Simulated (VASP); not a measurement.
Crystal: KBr.

```xyz
2
Lattice="0.0000 3.3024 3.3024 3.3024 0.0000 3.3024 3.3024 3.3024 0.0000" Properties=species:S:1:pos:R:3 pbc="T T T"
K     0.0000    0.0000    0.0000
Br    3.3024    3.3024    3.3024
```

Base run:

| Quantity | Value |
| --- | --- |
| Program | VASP 6.6.1 |
| Functional | PBE-based screened hybrid |
| Potentials or basis | VASP PAW PBE potentials, release 64 (K_sv, Br) |
| Cutoff | 520 eV |
| k mesh | 4 × 4 × 4 |
| Occupations | gaussian, width 0.01 eV |
| Spin | no spin polarisation |

Its results: band gap on the k mesh 4.66 eV, direct; pressure 0.7 GPa.

Question: The run is repeated on the same cell with these changes: functional from PBE-based screened hybrid to PBE; k mesh from 4 × 4 × 4 to 2 × 2 × 2. What comes out?

Answer: Band gap on the k mesh 4.39 eV, direct; pressure 1.3 GPa.

Several settings changed at once, so the effect can't be laid on one alone.

Caveats: some runs use coarse meshes; the PAW data sets were made with another functional, which shifts forces and pressure a little (some runs).

